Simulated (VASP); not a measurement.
# Si2WC3 (P3m1) in VASP: single point with PBE

Aim: the single point of Si2WC3 with PBE.

Everything below comes from runs of VASP 6.6.1. Logs are shortened: lines on timing, memory, paths and dates and some standing lists are left out, and cuts for length are marked.

## 1. The cell of the first run

It takes space group P3m1 (No. 156, trigonal). The conventional cell has a = 3.015 Å, b = 3.015 Å, c = 8.090 Å, α = 90.00°, β = 90.00°, γ = 120.00°. Within 2.5 Å of Si (site symmetry 3m) lie 4 C at 1.84 to 1.94 Å and 1 W at 2.47 Å. Within 2.4 Å of Si (site symmetry 3m) lie 4 C at 1.83 to 1.88 Å. W (site symmetry 3m) has 6 C at 2.14 to 2.38 Å and 1 Si at 2.47 Å within 2.8 Å. Within 2.6 Å of C (site symmetry 3m) lie 3 Si at 1.94 Å and 3 W at 2.38 Å. C (site symmetry 3m) has 4 Si at 1.84 to 1.88 Å within 2.4 Å. Within 2.4 Å of C (site symmetry 3m) lie 1 Si at 1.83 Å and 3 W at 2.14 Å.

## 2. Single point, PBE

Contents of INCAR:

```
PREC = Accurate
ENCUT = 600
EDIFF = 1E-6
ISMEAR = 0
SIGMA = 0.1
LREAL = F
LASPH = T
NELM = 120
ALGO = Normal
ISIF = 2
LWAVE = F
LCHARG = T
GGA = PE
LELF = T
LVHAR = T
NBANDS = 26
GGA_COMPAT = F
```

Contents of KPOINTS:

```
regular mesh
0
Gamma
  6 6 2
```

Contents of POSCAR:

```
Si2WC3
1.0
    3.0151513519      0.0000000000      0.0000000000
   -1.5075756760      2.6111976670      0.0000000000
    0.0000000000      0.0000000000      8.0902671865
Si W C
2 1 3
Direct
    0.0000000000      0.0000000000      0.8979767040
    0.3333333333      0.6666666667      0.5831957680
    0.0000000000      0.0000000000      0.2031411386
    0.3333333333      0.6666666667      0.0030084158
    0.0000000000      0.0000000000      0.6706100470
    0.3333333333      0.6666666667      0.3570679267
```

Potentials or basis: VASP PAW PBE potentials, release 64 (Si, W_sv, C).

Run with:

```
$ cat potpaw_PBE.64/Si/POTCAR potpaw_PBE.64/W_sv/POTCAR potpaw_PBE.64/C/POTCAR > POTCAR
$ mpirun -np 1 vasp_std > vasp.out
```

OUTCAR:

```text
PREC = Accurate
   ENCUT = 600
   EDIFF = 1E-6
   ISMEAR = 0
   LREAL = F
   LASPH = T
   NELM = 120
   ISIF = 2
   GGA = PE

 ion  position               nearest neighbor table
   1  0.000  0.000  0.898-   5 1.84   4 1.94   4 1.94   4 1.94   3 2.47   2 3.08   2 3.08   2 3.08

   2  0.333  0.667  0.583-   6 1.83   5 1.88   5 1.88   5 1.88   1 3.08   1 3.08   1 3.08
   3  0.000  0.000  0.203-   6 2.14   6 2.14   6 2.14   4 2.38   4 2.38   4 2.38   1 2.47
   4  0.333  0.667  0.003-   1 1.94   1 1.94   1 1.94   3 2.38   3 2.38   3 2.38
   5  0.000  0.000  0.671-   1 1.84   2 1.88   2 1.88   2 1.88
   6  0.333  0.667  0.357-   2 1.83   3 2.14   3 2.14   3 2.14

  LATTYP: Found a hexagonal cell.
 ALAT       =     3.0151513519
 C/A-ratio  =     2.6832043378

  Lattice vectors:

 A1 = (   3.0151513519,   0.0000000000,   0.0000000000)
 A2 = (  -1.5075756760,   2.6111976670,   0.0000000000)
 A3 = (   0.0000000000,   0.0000000000,   8.0902671865)

Analysis of symmetry for initial positions (statically):
=====================================================================
 Subroutine PRICEL returns:
 Original cell was already a primitive cell.

 Routine SETGRP: Setting up the symmetry group for a
 hexagonal supercell.

 Subroutine GETGRP returns: Found  6 space group operations
 (whereof  6 operations were pure point group operations)
 out of a pool of 24 trial point group operations.

The static configuration has the point symmetry C_3v.

Analysis of symmetry for dynamics (positions and initial velocities):
=====================================================================
 Subroutine PRICEL returns:
 Original cell was already a primitive cell.

 Routine SETGRP: Setting up the symmetry group for a
 hexagonal supercell.

 Subroutine GETGRP returns: Found  6 space group operations
 (whereof  6 operations were pure point group operations)
 out of a pool of 24 trial point group operations.

The dynamic configuration has the point symmetry C_3v.

 Subroutine INISYM returns: Found  6 space group operations
 (whereof  6 operations are pure point group operations),
 and found     1 'primitive' translations

----------------------------------------------------------------------------------------

                                     Primitive cell

  volume of cell :      63.6959

  direct lattice vectors                    reciprocal lattice vectors
     3.015151352  0.000000000  0.000000000     0.331658309  0.191483014  0.000000000
    -1.507575676  2.611197667  0.000000000     0.000000000  0.382966028  0.000000000
     0.000000000  0.000000000  8.090267187     0.000000000  0.000000000  0.123605312

  length of vectors
     3.015151352  3.015151352  8.090267187     0.382966028  0.382966028  0.123605312

  position of ions in fractional coordinates (direct lattice)
     0.000000000  0.000000000  0.897976704
     0.333333333  0.666666667  0.583195768
     0.000000000  0.000000000  0.203141139
     0.333333333  0.666666667  0.003008416
     0.000000000  0.000000000  0.670610047
     0.333333333  0.666666667  0.357067927

  ion indices of the primitive-cell ions
   primitive index   ion index
                 1           1
                 2           2
                 3           3
                 4           4
                 5           5
                 6           6

----------------------------------------------------------------------------------------

 KPOINTS: regular mesh

Automatic generation of k-mesh.
 Grid dimensions read from file:
 generate k-points for:    6    6    2

 Generating k-lattice:

  Cartesian coordinates                     Fractional coordinates (reciprocal lattice)
     0.055276385  0.031913836  0.000000000     0.166666667  0.000000000  0.000000000
     0.000000000  0.063827671  0.000000000     0.000000000  0.166666667  0.000000000
     0.000000000  0.000000000  0.061802656     0.000000000  0.000000000  0.500000000

  Length of vectors
     0.063827671  0.063827671  0.061802656

  Shift w.r.t. Gamma in fractional coordinates (k-lattice)
     0.000000000  0.000000000  0.000000000

 Subroutine IBZKPT returns following result:
 ===========================================

 Found     14 irreducible k-points:

 Following reciprocal coordinates:
            Coordinates               Weight
  0.000000  0.000000  0.000000      1.000000
  0.166667  0.000000  0.000000      6.000000
  0.333333  0.000000  0.000000      6.000000
  0.500000  0.000000  0.000000      3.000000
  0.166667  0.166667  0.000000      6.000000
  0.333333  0.166667  0.000000     12.000000
  0.333333  0.333333  0.000000      2.000000
  0.000000  0.000000  0.500000      1.000000
  0.166667  0.000000  0.500000      6.000000
  0.333333  0.000000  0.500000      6.000000
  0.500000  0.000000  0.500000      3.000000
  0.166667  0.166667  0.500000      6.000000
  0.333333  0.166667  0.500000     12.000000
  0.333333  0.333333  0.500000      2.000000
   k-points           NKPTS =     14   k-points in BZ     NKDIM =     14   number of bands    NBANDS=     26
   number of dos      NEDOS =    301   number of ions     NIONS =      6
   total plane-waves  NPLWV =  40320
   dimension x,y,z NGX =    24 NGY =   24 NGZ =   70
   dimension x,y,z NGXF=    48 NGYF=   48 NGZF=  140
   ions per type =               2   1   3
   NGX,Y,Z   is equivalent  to a cutoff of  13.23, 13.23, 14.38 a.u.
   NGXF,Y,Z  is equivalent  to a cutoff of  26.47, 26.47, 28.77 a.u.
 SYSTEM =  unknown system
   PREC   = accura    normal or accurate (medium, high low for compatibility)
   ISTART =      0    job   : 0-new  1-cont  2-samecut
   ICHARG =      2    charge: 1-file 2-atom 10-const
   ISPIN  =      1    spin polarized calculation?
   LNONCOLLINEAR =      F non collinear calculations
   LSORBIT =      F    spin-orbit coupling
   LASPH  =      T    aspherical Exc in radial PAW
   ENCUT  =  600.0 eV  44.10 Ry    6.64 a.u.   6.02  6.02 16.16*2*pi/ulx,y,z
   NELM   =    120;   NELMIN=  2; NELMDL= -5     # of ELM steps
   EDIFF  = 0.1E-05   stopping-criterion for ELM
   LREAL  =      F    real-space projection
   EDIFFG = 0.1E-04   stopping-criterion for IOM
   NSW    =      0    number of steps for IOM
   IBRION =     -1    ionic relax: 0-MD 1-quasi-New 2-CG
   NFREE  =      0    steps in history (QN), initial steepest desc. (CG)
   ISIF   =      2    stress and relaxation
   ISYM   =      2    0-nonsym 1-usesym 2-fastsym
   POTIM  = 0.5000    time-step for ionic-motion
   TEBEG  =    0.0;   TEEND  =   0.0 temperature during run
   PSTRESS=    0.0 pullay stress
   NELECT =      34.0000    total number of electrons
   NUPDOWN=      -1.0000    fix difference up-down
   EMIN   =  10.00;   EMAX   =-10.00  energy-range for DOS
   EFERMI =   0.00;   METHOD = LEGACY
   ISMEAR =     0;   SIGMA  =   0.10  broadening in eV -4-tet -1-fermi 0-gaus
   EFERMI_NEDOS =   21; number of points for ismear=-14 and -15
   IALGO  =     38    algorithm
   IMIX   =      4    mixing-type and parameters
     AMIX     =   0.40;   BMIX     =  1.00
     AMIX_MAG =   1.60;   BMIX_MAG =  1.00
  volume/ion in A,a.u.               =      10.62        71.64
  Fermi-wavevector in a.u.,A,eV,Ry     =   1.327997  2.509551 23.994923  1.763577
  Thomas-Fermi vector in A             =   2.457268
   LORBIT       =      0    0 simple, 1 ext, 2 COOP (PROOUT), +10 PAW based schemes
   GGA     = PE    functional components
   LHFCALC =     F    Hartree Fock is set to
   AEXX    =    0.0000 exact exchange contribution
   IVDW    =     0    specifies the selected vdW correction
   LEPSILON=     F    determine dielectric tensor
   LRPA    =     F    only Hartree local field effects (RPA)
 non-spin polarized calculation
 Gauss-broadening in eV      SIGMA  =   0.10
  energy-cutoff  :      600.00
  volume of cell :       63.70
 maximum number of plane-waves:      2160
   NGX = 13   NGY = 13   NGZ = 33

 number of electron      33.9999997 magnetization

 Free energy of the ion-electron system (eV)
  ---------------------------------------------------
  ext. energy  EPLUGINS =         0.00000000
  ---------------------------------------------------
  free energy    TOTEN  =       -50.62777481 eV

  energy without entropy =      -50.62777481  energy(sigma->0) =      -50.62777481

 E-fermi :   9.9859     XC(G=0): -12.0730

 val. band max:        9.6117648693   @ k =   0.0000   0.0000   0.5000
 cond. band min:      10.3831068732   @ k =   0.1667   0.1667   0.0000
 fundamental gap:      0.7713420040
 Fermi energy:         9.9858553945

 k-point     1 :       0.0000    0.0000    0.0000
  band No.  band energies     occupation
      1     -64.6332      2.00000
      2     -28.9045      2.00000
      3     -28.6048      2.00000
      4     -28.6048      2.00000
      5      -6.9577      2.00000
      6      -5.1878      2.00000
[... 18 lines left out ...]
     25      15.8373      0.00000
     26      16.3724      0.00000

 k-point     2 :       0.1667    0.0000    0.0000
  band No.  band energies     occupation
      1     -64.6244      2.00000
      2     -28.8811      2.00000
      3     -28.7465      2.00000
      4     -28.6377      2.00000
      5      -6.4512      2.00000
      6      -4.7343      2.00000
[... 18 lines left out ...]
     25      16.5947      0.00000
     26      17.4170      0.00000

 k-point     3 :       0.3333    0.0000    0.0000
  band No.  band energies     occupation
      1     -64.6069      2.00000
      2     -29.0215      2.00000
      3     -28.8335      2.00000
      4     -28.7027      2.00000
      5      -5.0235      2.00000
      6      -3.5099      2.00000
[... 18 lines left out ...]
     25      16.6295      0.00000
     26      17.6594      0.00000

 k-point     4 :       0.5000    0.0000    0.0000
  band No.  band energies     occupation
      1     -64.5981      2.00000
      2     -29.1547      2.00000
      3     -28.8098      2.00000
      4     -28.7348      2.00000
      5      -3.5270      2.00000
      6      -2.6349      2.00000
[... 18 lines left out ...]
     25      15.6183      0.00000
     26      18.1660      0.00000

 k-point     5 :       0.1667    0.1667    0.0000
  band No.  band energies     occupation
      1     -64.6113      2.00000
      2     -28.9279      2.00000
      3     -28.8452      2.00000
      4     -28.7137      2.00000
      5      -5.4785      2.00000
      6      -3.8857      2.00000
[... 18 lines left out ...]
     25      16.5406      0.00000
     26      17.4232      0.00000

 k-point     6 :       0.3333    0.1667    0.0000
  band No.  band energies     occupation
      1     -64.5982      2.00000
      2     -29.0862      2.00000
      3     -28.8102      2.00000
      4     -28.8071      2.00000
      5      -3.7859      2.00000
      6      -2.6298      2.00000
[... 137 lines left out ...]
 k-point    11 :       0.5000    0.0000    0.5000
  band No.  band energies     occupation
      1     -64.5982      2.00000
      2     -29.1547      2.00000
      3     -28.8098      2.00000
      4     -28.7348      2.00000
      5      -3.4922      2.00000
      6      -2.6485      2.00000
[... 18 lines left out ...]
     25      16.7103      0.00000
     26      17.0282      0.00000

 k-point    12 :       0.1667    0.1667    0.5000
  band No.  band energies     occupation
      1     -64.6113      2.00000
      2     -28.9279      2.00000
      3     -28.8452      2.00000
      4     -28.7137      2.00000
      5      -5.4095      2.00000
      6      -4.0937      2.00000
[... 18 lines left out ...]
     25      16.3045      0.00000
     26      17.0442      0.00000

 k-point    13 :       0.3333    0.1667    0.5000
  band No.  band energies     occupation
      1     -64.5982      2.00000
      2     -29.0862      2.00000
      3     -28.8102      2.00000
      4     -28.8071      2.00000
      5      -3.7571      2.00000
      6      -2.6664      2.00000
[... 18 lines left out ...]
     25      16.6943      0.00000
     26      17.3335      0.00000

 k-point    14 :       0.3333    0.3333    0.5000
  band No.  band energies     occupation
      1     -64.5938      2.00000
      2     -29.0097      2.00000
      3     -28.9705      2.00000
      4     -28.7980      2.00000
      5      -2.5359      2.00000
      6      -2.4290      2.00000
[... 18 lines left out ...]
     25      17.3396      0.00000
     26      17.8161      0.00000

------------------------ aborting loop because EDIFF is reached ----------------------------------------

  FORCE on cell =-STRESS in cart. coord.  units (eV):
  Direction    XX          YY          ZZ          XY          YZ          ZX
  --------------------------------------------------------------------------------------
  -------------------------------------------------------------------------------------
  Total       -0.0469271     -0.0469271     -0.0038090      0.0000000      0.0000000      0.0000000
  in kB       -1.1803817     -1.1803817     -0.0958087      0.0000000      0.0000000      0.0000000
  external PRESSURE =      -0.8188573 kB  Pullay stress =       0.0000000 kB

 VOLUME and BASIS-vectors are now :
 -----------------------------------------------------------------------------
  energy-cutoff  :      600.00
  volume of cell :       63.70
      direct lattice vectors                 reciprocal lattice vectors
     3.015151352  0.000000000  0.000000000     0.331658309  0.191483014  0.000000000
    -1.507575676  2.611197667  0.000000000     0.000000000  0.382966028  0.000000000
     0.000000000  0.000000000  8.090267187     0.000000000  0.000000000  0.123605312

 POSITION                                       TOTAL-FORCE (eV/Angst)
 -----------------------------------------------------------------------------------
      0.00000      0.00000      7.26487        -0.000000      0.000000     -0.002399
     -0.00000      1.74080      4.71821        -0.000000      0.000000      0.000257
      0.00000      0.00000      1.64347        -0.000000      0.000000     -0.000021
     -0.00000      1.74080      0.02434         0.000000     -0.000000     -0.040587
      0.00000      0.00000      5.42541        -0.000000      0.000000     -0.007434
     -0.00000      1.74080      2.88877         0.000000      0.000000      0.050183
 -----------------------------------------------------------------------------------
    total drift:                                0.000000     -0.000000     -0.000053

  FREE ENERGIE OF THE ION-ELECTRON SYSTEM (eV)
  ---------------------------------------------------
  free  energy   TOTEN  =       -50.6277748099 eV

  energy  without entropy=      -50.6277748086  energy(sigma->0) =      -50.62777481
```

Run time: 24 s. Hardware: 1 thread of Intel Xeon Platinum 8375C at 2.90GHz (Ice Lake), shared host; peak memory 0.2 GiB.

Results:

```yaml
Free_energy: -50.6278 eV
Pressure: -0.1 GPa
Largest_force: 0.050 eV/Å
Band_gap_on_the_k_mesh: 0.77 eV (least direct gap 1.49 eV)
```

Forces in eV/Å, atoms in the order of the input:
```
Si   0.000  0.000 -0.002
Si   0.000  0.000  0.000
W    0.000  0.000  0.000
C    0.000  0.000 -0.041
C    0.000  0.000 -0.007
C    0.000  0.000  0.050
```

Levels at points of the mesh, in eV from the valence-band top:
| k point | band 14 | band 15 | band 16 | band 17 | band 18 | band 19 | band 20 | band 21 |
| --- | --- | --- | --- | --- | --- | --- | --- | --- |
| (0.00, 0.00, 0.00) | -2.06 | -1.45 | -1.45 | -0.23 | 1.80 | 1.80 | 4.24 | 4.24 |
| (0.50, 0.00, 0.00) | -3.33 | -3.29 | -1.23 | -1.22 | 1.29 | 2.87 | 3.29 | 3.41 |
| (0.00, 0.00, 0.50) | -2.18 | -1.30 | -1.30 | 0.00 | 1.75 | 1.75 | 4.02 | 4.02 |
| (0.50, 0.00, 0.50) | -3.18 | -3.07 | -1.54 | -1.33 | 1.01 | 2.62 | 3.02 | 3.34 |

Caveat: spin-orbit coupling is left out, which moves the levels of the heavy elements.
